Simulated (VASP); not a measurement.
# KCl (Pm-3m) in VASP: vibrations by perturbation theory with LDA

Aim: the vibrations by perturbation theory of KCl with LDA.

Everything below comes from runs of VASP 6.6.1. Logs are shortened: lines on timing, memory, paths and dates and some standing lists are left out, and cuts for length are marked.

**1. The cell of the first run**

The structure is cubic, space group Pm-3m (No. 221). Conventional cell: a = 3.839 Å, b = 3.839 Å, c = 3.839 Å, α = 90.00°, β = 90.00°, γ = 90.00°. Within 4.4 Å of K (site symmetry m-3m) lie 8 Cl at 3.32 Å and 6 K at 3.84 Å. Within 4.4 Å of Cl (site symmetry m-3m) lie 8 K at 3.32 Å and 6 Cl at 3.84 Å.

**2. Vibrations by perturbation theory, LDA**

File INCAR:

```
  PREC = Accurate
  ENCUT = 500
  EDIFF = 1E-8
  ISMEAR = 0
  SIGMA = 0.01
  LREAL = False
  LASPH = True
  NELM = 120
  ALGO = Normal
  ISIF = 2
  LWAVE = False
  LCHARG = False
  GGA = CA
  IBRION = 8
  NSW = 1
  GGA_COMPAT = False
```

File KPOINTS:

```
regular mesh
0
Gamma
  2 2 2
```

File POSCAR:

```
KCl
1.0
    3.8391960000      0.0000000000      0.0000000000
    0.0000000000      3.8391960000      0.0000000000
    0.0000000000      0.0000000000      3.8391960000
K Cl
1 1
Direct
    0.0000000000      0.0000000000      0.0000000000
    0.5000000000      0.5000000000      0.5000000000
```

Potentials or basis: VASP PAW LDA potentials, release 64 (K_sv, Cl).

The run is started by

```console
$ cat potpaw_LDA.64/K_sv/POTCAR potpaw_LDA.64/Cl/POTCAR > POTCAR
$ mpirun -np 1 vasp_std > vasp.out
```

OUTCAR:

```text
PREC = Accurate
   ENCUT = 500
   EDIFF = 1E-8
   ISMEAR = 0
   LREAL = False
   LASPH = True
   NELM = 120
   ISIF = 2
   GGA = CA
   IBRION = 8
   NSW = 1

 ion  position               nearest neighbor table
   1  0.000  0.000  0.000-
   2  0.500  0.500  0.500-

  LATTYP: Found a simple cubic cell.
 ALAT       =     3.8391960000

  Lattice vectors:

 A1 = (   3.8391960000,   0.0000000000,   0.0000000000)
 A2 = (   0.0000000000,   3.8391960000,   0.0000000000)
 A3 = (   0.0000000000,   0.0000000000,   3.8391960000)

Analysis of symmetry for initial positions (statically):
=====================================================================
 Subroutine PRICEL returns:
 Original cell was already a primitive cell.

 Routine SETGRP: Setting up the symmetry group for a
 simple cubic supercell.

 Subroutine GETGRP returns: Found 48 space group operations
 (whereof 48 operations were pure point group operations)
 out of a pool of 48 trial point group operations.

The static configuration has the point symmetry O_h .

Analysis of symmetry for dynamics (positions and initial velocities):
=====================================================================
 Subroutine PRICEL returns:
 Original cell was already a primitive cell.

 Routine SETGRP: Setting up the symmetry group for a
 simple cubic supercell.

 Subroutine GETGRP returns: Found 48 space group operations
 (whereof 48 operations were pure point group operations)
 out of a pool of 48 trial point group operations.

The dynamic configuration has the point symmetry O_h .

 Subroutine INISYM returns: Found 48 space group operations
 (whereof 48 operations are pure point group operations),
 and found     1 'primitive' translations

----------------------------------------------------------------------------------------

                                     Primitive cell

  volume of cell :      56.5875

  direct lattice vectors                    reciprocal lattice vectors
     3.839196000  0.000000000  0.000000000     0.260471203  0.000000000  0.000000000
     0.000000000  3.839196000  0.000000000     0.000000000  0.260471203  0.000000000
     0.000000000  0.000000000  3.839196000     0.000000000  0.000000000  0.260471203

  length of vectors
     3.839196000  3.839196000  3.839196000     0.260471203  0.260471203  0.260471203

  position of ions in fractional coordinates (direct lattice)
     0.000000000  0.000000000  0.000000000
     0.500000000  0.500000000  0.500000000

  ion indices of the primitive-cell ions
   primitive index   ion index
                 1           1
                 2           2

----------------------------------------------------------------------------------------

 KPOINTS: regular mesh

Automatic generation of k-mesh.
 Grid dimensions read from file:
 generate k-points for:    2    2    2

 Generating k-lattice:

  Cartesian coordinates                     Fractional coordinates (reciprocal lattice)
     0.130235601  0.000000000  0.000000000     0.500000000  0.000000000  0.000000000
     0.000000000  0.130235601  0.000000000     0.000000000  0.500000000  0.000000000
     0.000000000  0.000000000  0.130235601     0.000000000  0.000000000  0.500000000

  Length of vectors
     0.130235601  0.130235601  0.130235601

  Shift w.r.t. Gamma in fractional coordinates (k-lattice)
     0.000000000  0.000000000  0.000000000

 Subroutine IBZKPT returns following result:
 ===========================================

 Found      4 irreducible k-points:

 Following reciprocal coordinates:
            Coordinates               Weight
  0.000000  0.000000  0.000000      1.000000
[... 56 lines left out ...]
 maximum number of plane-waves:      1472
 NGX is ok and might be reduce to    28
   NGX = 13   NGY = 13   NGZ = 13

--------------------------------------- Ionic step        1  -------------------------------------------

 number of electron      16.0000004 magnetization

 Free energy of the ion-electron system (eV)
  ---------------------------------------------------
  ext. energy  EPLUGINS =         0.00000000
  ---------------------------------------------------
  free energy    TOTEN  =        -7.02379248 eV

  energy without entropy =       -7.02379248  energy(sigma->0) =       -7.02379248

 E-fermi :  -0.8496     XC(G=0):  -8.5972

 val. band max:       -0.9133962277   @ k =   0.5000   0.5000   0.0000
 cond. band min:       3.3290894245   @ k =   0.0000   0.0000   0.0000
 fundamental gap:      4.2424856522
 Fermi energy:        -0.8496467851

 k-point     1 :       0.0000    0.0000    0.0000
  band No.  band energies     occupation
      1     -28.8026      2.00000
      2     -13.3822      2.00000
      3     -12.4185      2.00000
      4     -12.4185      2.00000
      5     -12.4185      2.00000
      6      -1.1318      2.00000
      7      -1.1318      2.00000
      8      -1.1318      2.00000
      9       3.3291      0.00000
     10       5.1767      0.00000
     11       5.1767      0.00000
     12       9.3888      0.00000
[... 33 lines left out ...]
      1     -28.7444      2.00000
      2     -12.9557      2.00000
      3     -12.5995      2.00000
      4     -12.5995      2.00000
      5     -12.5995      2.00000
      6      -2.3093      2.00000
      7      -2.3093      2.00000
      8      -2.3093      2.00000
      9       7.3936      0.00000
     10       7.3936      0.00000
     11       7.3936      0.00000
     12       8.6096      0.00000

------------------------ aborting loop because EDIFF is reached ----------------------------------------

  FORCE on cell =-STRESS in cart. coord.  units (eV):
  Direction    XX          YY          ZZ          XY          YZ          ZX
  --------------------------------------------------------------------------------------
  -------------------------------------------------------------------------------------
  Total       -0.6345854     -0.6345854     -0.6345854     -0.0000000     -0.0000000     -0.0000000
  in kB      -17.9671759    -17.9671759    -17.9671759     -0.0000000     -0.0000000     -0.0000000
  external PRESSURE =     -17.9671759 kB  Pullay stress =       0.0000000 kB

 VOLUME and BASIS-vectors are now :
 -----------------------------------------------------------------------------
  energy-cutoff  :      500.00
  volume of cell :       56.59
      direct lattice vectors                 reciprocal lattice vectors
     3.839196000  0.000000000  0.000000000     0.260471203  0.000000000  0.000000000
     0.000000000  3.839196000  0.000000000     0.000000000  0.260471203  0.000000000
     0.000000000  0.000000000  3.839196000     0.000000000  0.000000000  0.260471203

 POSITION                                       TOTAL-FORCE (eV/Angst)
 -----------------------------------------------------------------------------------
      0.00000      0.00000      0.00000         0.000000      0.000000      0.000000
      1.91960      1.91960      1.91960         0.000000      0.000000      0.000000
 -----------------------------------------------------------------------------------
    total drift:                               -0.000000      0.000000      0.000000

  FREE ENERGIE OF THE ION-ELECTRON SYSTEM (eV)
  ---------------------------------------------------
  free  energy   TOTEN  =        -7.0237924802 eV

  energy  without entropy=       -7.0237924802  energy(sigma->0) =       -7.02379248

[... ionic steps 2 to 3 ...]

--------------------------------------- Ionic step        4  -------------------------------------------

------------------------ aborting loop because EDIFF is reached ----------------------------------------

[... ionic steps 5 to 6 ...]

--------------------------------------- Ionic step        7  -------------------------------------------

 Free energy of the ion-electron system (eV)
  ---------------------------------------------------
  ---------------------------------------------------
  free energy    TOTEN  =        -0.19383383 eV

  energy without entropy =       -0.19383383

------------------------ aborting loop because EDIFF is reached ----------------------------------------

 INTERNAL STRAIN TENSOR  FOR ION    2  DIRECTION 1   (eV/Angst):
 -----------------------------------------------------------------------------
     0.00000 -0.00000  0.00000
     0.00000 -0.00001  0.00000
     0.00000  0.00000 -0.00001

 INTERNAL STRAIN TENSOR FOR ION    2 for displacements in x,y,z  (eV/Angst):
          X           Y           Z          XY          YZ          ZX
  --------------------------------------------------------------------------------
  x     0.00000     0.00000     0.00000     0.00000     0.00000     0.00000
  y     0.00000     0.00000     0.00000     0.00000     0.00000     0.00000
  z     0.00000     0.00000     0.00000     0.00000     0.00000     0.00000

 SECOND DERIVATIVES (NOT SYMMETRIZED)
 ------------------------------------
               1X          1Y          1Z          2X          2Y          2Z
  1X    -0.117243    0.000000    0.000000    0.117243   -0.000000   -0.000000
  1Y    -0.000000   -0.117243    0.000000    0.000000    0.117243   -0.000000
  1Z     0.000000   -0.000000   -0.117243   -0.000000    0.000000    0.117243
  2X     0.124275    0.000000   -0.000000   -0.124275   -0.000000    0.000000
  2Y     0.000000    0.124275   -0.000000   -0.000000   -0.124275    0.000000
  2Z     0.000000   -0.000000    0.124275   -0.000000    0.000000   -0.124275

 Eigenvectors and eigenvalues of the dynamical matrix
 ----------------------------------------------------

   1 f  =    1.260923 THz     7.922612 2PiTHz   42.059861 cm-1     5.214756 meV
             X         Y         Z           dx          dy          dz
      0.000000  0.000000  0.000000     0.679019    0.000000   -0.000000
      1.919598  1.919598  1.919598    -0.734121   -0.000000   -0.000000
[... 21 lines left out ...]
   6 f/i=    0.018306 THz     0.115020 2PiTHz    0.610621 cm-1     0.075707 meV
             X         Y         Z           dx          dy          dz
      0.000000  0.000000  0.000000     0.089516    0.451176    0.572155
      1.919598  1.919598  1.919598     0.082797    0.417311    0.529209

--------------------------------------------------------------------------------------------------------

 ELASTIC MODULI CONTR FROM IONIC RELAXATION (kBar)
 Direction    XX          YY          ZZ          XY          YZ          ZX
 --------------------------------------------------------------------------------
 XX           0.0000      0.0000      0.0000      0.0000      0.0000      0.0000
 YY           0.0000      0.0000      0.0000      0.0000      0.0000      0.0000
 ZZ           0.0000      0.0000      0.0000      0.0000      0.0000      0.0000
 XY           0.0000      0.0000      0.0000      0.0000      0.0000      0.0000
 YZ           0.0000      0.0000      0.0000      0.0000      0.0000      0.0000
 ZX           0.0000      0.0000      0.0000      0.0000      0.0000      0.0000
 --------------------------------------------------------------------------------
```

Run time: 14 s. Hardware: 1 thread of Intel Xeon Platinum 8488C (Sapphire Rapids), shared host; peak memory 0.15 GiB.

Results:

* Highest phonon frequency at Γ, LO-TO splitting left out: 42 cm⁻¹

Phonon frequencies in cm⁻¹ (negative: imaginary):
| q point | frequencies |
| --- | --- |
| (0.000, 0.000, 0.000) | -1 -1 -1 42 42 42 |

Caveat: the k points lie up to 0.82 Å⁻¹ apart; the cell wasn't relaxed at this level first, which shifts response properties.
